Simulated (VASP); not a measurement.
Here is a VASP 6.6.1 calculation.

INCAR

```
SYSTEM = Be5Zn2Cd2HgTe10
ALGO = Normal
EDIFF = 1E-6
ENCUT = 520
GGA = PE
ISIF = 2
ISMEAR = 0
LASPH = .True.
LCHARG = .False.
LREAL = Auto
LWAVE = .False.
NBANDS = 81
NELM = 100
PREC = Accurate
SIGMA = 0.02
```

File KPOINTS:

```
k-points
0
Gamma
  4 3 2
  0 0 0
```

Contents of POSCAR:

```
Be5Zn2Cd2HgTe10
1.0
    3.0187650000      3.0194900000      6.0260570000
   -3.0743410000     -3.0744910000      6.0818590000
    9.0727780000     -6.0547250000      3.0126630000
Be Zn Cd Te Hg
5 2 2 10 1
Direct
    0.2019209125      0.9973472727      0.5960327230
    0.6039466720      0.9999265875      0.7963413529
    0.0033287683      0.0024897560      0.9992747437
    0.4001739270      0.9999866372      0.2027897194
    0.7990346045      0.9972263298      0.4032561646
    0.2990335027      0.5012833905      0.4015925488
    0.7015485008      0.5013780875      0.5976843316
    0.1012035437      0.5084167289      0.7909630095
    0.4945825144      0.5099582820      0.9995464140
    0.5716025495      0.8825588678      0.5997802223
    0.4978563123      0.3437816262      0.7899094205
    0.9682907260      0.9046582161      0.7982641870
    0.3683257811      0.9068770305      0.9996122015
    0.7666325895      0.9067145818      0.2007665796
    0.6685880222      0.3451086424      0.4122481733
    0.1720313946      0.8823329773      0.3993010204
    0.0811011031      0.3453531609      0.5877572165
    0.8914283533      0.3426255947      0.9984494232
    0.2895977119      0.3435827006      0.2091790003
    0.8907355100      0.5120637210      0.2082045450
```

Potentials or basis: VASP PAW PBE potentials, release 64 (Be, Zn, Cd, Te, Hg).

Launch:

```console
$ cat potpaw_PBE.64/Be/POTCAR potpaw_PBE.64/Zn/POTCAR potpaw_PBE.64/Cd/POTCAR potpaw_PBE.64/Te/POTCAR potpaw_PBE.64/Hg/POTCAR > POTCAR
$ mpirun -np 1 vasp_std > vasp.out
```

(1) What does it give for the largest force?

(2) Estimate the band gap on the k mesh.

Results:

(1) 0.049 eV/Å.

(2) 1.33 eV.

Caveat: spin-orbit coupling is left out, which moves the levels of the heavy elements.
